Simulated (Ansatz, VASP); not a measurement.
**TaN in VASP and in Ansatz**

INCAR

```
SYSTEM = TaN
PREC = Accurate
ENCUT = 520
EDIFF = 1E-6
ISMEAR = -1
SIGMA = 0.01
LREAL = .False.
LASPH = .True.
NELM = 60
ALGO = Normal
ISIF = 2
LWAVE = .False.
LCHARG = .False.
GGA = PS
NBANDS = 33
```

Contents of KPOINTS:

```
regular mesh
0
Gamma
  6 6 9
  0 0 0
```

The input POSCAR:

```
TaN
1.0
    5.1960008669      0.0000000000      0.0000000000
   -2.5980004334      4.4998687488      0.0000000000
    0.0000000000      0.0000000000      2.9983300000
Ta N
3 3
Direct
    0.3333333333      0.6666666667      0.5000000000
    0.6666666667      0.3333333333      0.5000000000
    0.0000000000      0.0000000000      0.0000000000
    0.3928500000      0.0000000000      0.0000000000
    0.6071500000      0.6071500000      0.0000000000
    0.0000000000      0.3928500000      0.0000000000
```

Input for Ansatz:

```yaml
crystal:
  lattice:
    - [5.1960008669, 0.0, 0.0]
    - [-2.5980004334, 4.4998687488, 0.0]
    - [0.0, 0.0, 2.99833]
  atoms:
    - { symbol: Ta, position: [0.3333333333, 0.6666666667, 0.5] }
    - { symbol: Ta, position: [0.6666666667, 0.3333333333, 0.5] }
    - { symbol: Ta, position: [0.0, 0.0, 0.0] }
    - { symbol: "N", position: [0.39285, 0.0, 0.0] }
    - { symbol: "N", position: [0.60715, 0.60715, 0.0] }
    - { symbol: "N", position: [0.0, 0.39285, 0.0] }
kpoints:
  mp_grid: { grid: [6, 6, 9] }
  band_path:
    path:
      - [0.0, 0.0, 0.0]
      - [0.5, 0.0, 0.0]
      - [0.3333333333, 0.3333333333, 0.0]
      - [0.0, 0.0, 0.0]
      - [0.0, 0.0, 0.5]
      - [0.5, 0.0, 0.5]
      - [0.3333333333, 0.3333333333, 0.5]
      - [0.0, 0.0, 0.5]
      - [0.5, 0.0, 0.5]
    npoints: 5
scf:
  occupations: { method: fermi_dirac, width: 0.01 }
hamiltonian:
  xc: pbesol
  pseudopotentials: { kind: all_electron, lapw: { basis_error: 0.001 } }
output:
  forces: true
  stress: true
  eigenvalues: true
```

Change from the starting cell: zz strain of +3 %.

Alike in both runs: task single point; functional PBEsol; k mesh 6 × 6 × 9; occupations fermi-dirac, width 0.01 eV; no spin polarisation.

|  | VASP | Ansatz |
| --- | --- | --- |
| version | VASP 6.6.1 | Ansatz 0.2.0 |
| potentials or method | VASP PAW PBE potentials, release 64 (Ta_pv, N), cutoff 520 eV | all-electron LAPW, scalar-relativistic |

VASP gave:

| Item | Value |
| --- | --- |
| pressure (GPa) | -12.0 |
| traceless stress, the component that is largest in VASP (GPa) | -9.63 |
| rms of the force components (eV/Å) | 0.018 |

Problem. Which values does Ansatz return?

Solution. Pressure (GPa): -12.7; traceless stress, the component that is largest in VASP (GPa): -9.48; rms of the force components (eV/Å): 0.007.

VASP's potentials were made for PBE, not for PBEsol. Atom by atom the forces differ by 0.011 eV/Å (rms over components). Ansatz ran all-electron here, and VASP with PAW potentials.

Neither program's run includes spin-orbit coupling.
